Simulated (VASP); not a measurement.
The system is SrCl2.

```
Sr Cl
1.0
     2.08574    1.20420    6.13505
    -2.08574    1.20420    6.13505
     0.00000   -2.40841    6.13505
Sr Cl
1 2
Direct
  0.00020 0.00020 0.00020
  0.42277 0.42277 0.42277
  0.24369 0.24369 0.24369
```

Base run:

| Property | Result |
| --- | --- |
| Program | VASP 6.6.1 |
| Functional | r2SCAN |
| Potentials or basis | VASP PAW PBE potentials, release 64 (Sr_sv, Cl) |
| Cutoff | 520 eV |
| k mesh | 6 × 6 × 6 |
| Occupations | gaussian, width 0.01 eV |
| Spin | no spin polarisation |

Its results: band gap on the k mesh 4.88 eV, direct; pressure 0.7 GPa; largest force 0.008 eV/Å.

Q: The run is repeated on the same cell with these changes: dispersion from none to rVV10. What comes out?

A: Band gap on the k mesh 4.77 eV, direct; pressure 0.1 GPa; largest force 0.027 eV/Å.

Dispersion adds attraction, which lowers the pressure at fixed volume.

Caveats: the PAW data sets were made with another functional, which shifts forces and pressure a little.

A k mesh can miss the band edges.
